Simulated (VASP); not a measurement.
Here is a VASP 6.6.1 calculation.

File INCAR:

```
SYSTEM = CS2
  ALGO = Normal
  EDIFF = 1E-6
  ENCUT = 520
  GGA = PE
  ISIF = 2
  ISMEAR = -1
  LASPH = .TRUE.
  LCHARG = .FALSE.
  LREAL = Auto
  LWAVE = .FALSE.
  NBANDS = 82
  NELM = 60
  PREC = Accurate
  SIGMA = 0.02
```

Contents of KPOINTS:

```
k-points
0
G
  1 1 1
  0 0 0
```

POSCAR

```
CS2
1.0
    8.9628090000      0.0000000000      0.0000000000
    0.0000000000      8.9628090000      0.0000000000
    0.0000000000      0.0000000000      8.9628090000
S C
16 8
Direct
    0.0148614123      0.1830787647      0.0747421930
    0.1144953552     -0.1424107107      0.0845382290
    0.7404486696      0.3749159443      0.1901078111
    0.6334063350      0.5520255982      0.4736573099
    0.1857453394      0.1609651617      0.7175429042
    0.3097020142     -0.1423326102      0.6785819044
    0.7705285252      0.8916847386      0.7954425895
    0.9183951147      0.5979263867      0.8289365533
    0.2326725918      0.4945994052      0.5189221370
    0.0187887525      0.5905960955      0.2674161638
    0.5341740519      0.7797890148      0.1537464427
    0.3875793850      0.4863095933     -0.0054447216
    0.3976655087      0.1551076231      0.3648632923
    0.4780532532      0.1402796824      0.0299124973
    0.7481471490     -0.0867473579      0.4562743667
    0.8129594193      0.2469315144      0.5138902324
    0.0636965487      0.0234078401      0.0805662600
    0.6864700564      0.4739250831      0.3312019703
    0.2558572876      0.0163118504      0.7310877650
    0.8821564757      0.7692566025      0.7974620457
    0.1415516051      0.5601368946      0.3888401504
    0.4691944233      0.6252727242      0.0742178038
    0.4660257738      0.1385614711      0.2073010816
    0.7667350716      0.0801757574      0.5013160495
```

Potentials or basis: VASP PAW PBE potentials, release 64 (S, C).

The run is started by

```sh
$ cat potpaw_PBE.64/S/POTCAR potpaw_PBE.64/C/POTCAR > POTCAR
$ mpirun -np 1 vasp_gam > vasp.out
```

**Question.** What does it give for the largest force?

**Answer.** 7.521 eV/Å.

**Question.** Estimate the pressure.

**Answer.** 2.0 GPa.

**Question.** Estimate the band gap on the k mesh.

**Answer.** 2.42 eV.

Forces in eV/Å, atoms in the order of the input:
```
S   -0.922  3.229 -0.024
S    0.180  0.218 -0.121
S   -0.928  1.625  1.620
S   -0.364  0.577  0.624
S   -3.029  6.872  0.404
S    0.464 -0.163  0.841
S   -1.851  3.971  0.127
S    1.154  0.568 -0.540
S    0.963  0.079  0.700
S    0.770  0.208  0.567
S   -1.147 -3.363 -1.740
S    1.182  1.993  1.007
S    0.423 -0.154  0.587
S    0.614 -0.350  1.232
S   -0.509  0.035 -0.278
S   -0.018 -0.646  1.033
C    0.953 -3.108  0.066
C    0.786 -1.720 -2.634
C    2.590 -6.762 -1.364
C    0.701 -4.783  1.132
C   -1.641 -0.383 -0.934
C   -0.159  1.534  0.427
C   -1.202  0.352 -1.892
C    0.990  0.170 -0.839
```

Caveat: the k points lie up to 0.70 Å⁻¹ apart.
